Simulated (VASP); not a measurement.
Wanted: the native input for a VASP 6.6.1 run.

| Property | Result |
| --- | --- |
| Task | single point |
| Functional | LDA |
| Potentials or basis | VASP PAW LDA potentials, release 64 (Br) |
| Cutoff | 500 eV |
| k mesh | 16 × 16 × 16 |
| Occupations | fermi-dirac, width 0.1 eV |
| Spin | no spin polarisation |
| Dipole correction | no |
| Further INCAR settings | ALGO = Normal; EDIFF = 1e-06; NBANDS = 10 |

The structure of Br lies in POSCAR:

```
Br
1.0
    0.0000000000      1.9086761404      1.9086761404
    1.9086761404      0.0000000000      1.9086761404
    1.9086761404      1.9086761404      0.0000000000
Br
1
Direct
    0.0000000000      0.0000000000      0.0000000000
```

This cell differs from its parent crystal: volume scaled by 0.606, to set the pressure.

One way to write it, as run:

INCAR

```
SYSTEM = Br
ALGO     = Normal         ! electronic algorithm
EDIFF    = 1E-6           ! SCF threshold, eV
ENCUT    = 500            ! plane-wave cutoff, eV
GGA_COMPAT= .False.      
ISIF     = 2              ! what is computed and relaxed
ISMEAR   = -1             ! smearing method
LASPH    = .True.         ! aspherical terms in the spheres
LCHARG   = .False.        ! write CHGCAR
LREAL    = .False.        ! projectors in reciprocal space
LWAVE    = .False.        ! write WAVECAR
NBANDS   = 10             ! bands
NELM     = 120            ! most SCF steps
PREC     = Accurate       ! precision mode
SIGMA    = 0.1            ! smearing width, eV
```

KPOINTS

```
k-points
0
Gamma
  16 16 16
  0 0 0
```

Potentials or basis: VASP PAW LDA potentials, release 64 (Br).

The run is started by

```sh
$ cat potpaw_LDA.64/Br/POTCAR > POTCAR
$ mpirun -np 1 vasp_std > vasp.out
```

Results of the run:

- Pressure: 79.7 GPa

Caveat: the cell differs from its parent crystal (volume scaled by 0.606, to set the pressure); an odd number of electrons without spin polarisation forces a metal; a magnetic or distorted state may lie lower.

Wall time 11 s on 1 thread of Intel(R) Xeon(R) Platinum 8259CL CPU @ 2.50GHz (Skylake/Cascade Lake) (shared host), peak memory 0.13 GiB.
